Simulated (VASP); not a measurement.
Cu, 1 atom in the cell. The structure is tetragonal, space group I4/mmm (No. 139). The conventional cell has a = 2.631 Å, b = 2.631 Å, c = 3.448 Å, α = 90.00°, β = 90.00°, γ = 90.00°. Within 3.3 Å of Cu (site symmetry 4/mmm) lie 12 Cu at 2.54 to 2.63 Å.  This cell differs from its parent crystal: strain +0.025 along x and y, -0.050 along z.

```yaml
Program: VASP 6.6.1
Task: single point
Functional: PBE
Potentials_or_basis: VASP PAW PBE potentials, release 64 (Cu)
Cutoff: 520 eV
k_mesh: 28 × 28 × 28
Occupations: gaussian, width 0.15 eV
Spin: no spin polarisation
Dipole_correction: no
Further_INCAR_settings: ALGO = Fast; EDIFF = 1e-06; NBANDS = 12
```

Potentials or basis: VASP PAW PBE potentials, release 64 (Cu).

Run with:

```sh
$ cat potpaw_PBE.64/Cu/POTCAR > POTCAR
$ mpirun -np 1 vasp_std > vasp.out
```

Hardware: 1 thread of Intel(R) Xeon(R) Platinum 8259CL CPU @ 2.50GHz (Skylake/Cascade Lake) (shared host).

How long does it take, and how much memory?

Run time: 3.2 min on 1 thread of Intel(R) Xeon(R) Platinum 8259CL CPU @ 2.50GHz (Skylake/Cascade Lake), with other jobs on the host, peak memory 0.33 GiB. Counts: scf iterations 13, k points 1639.
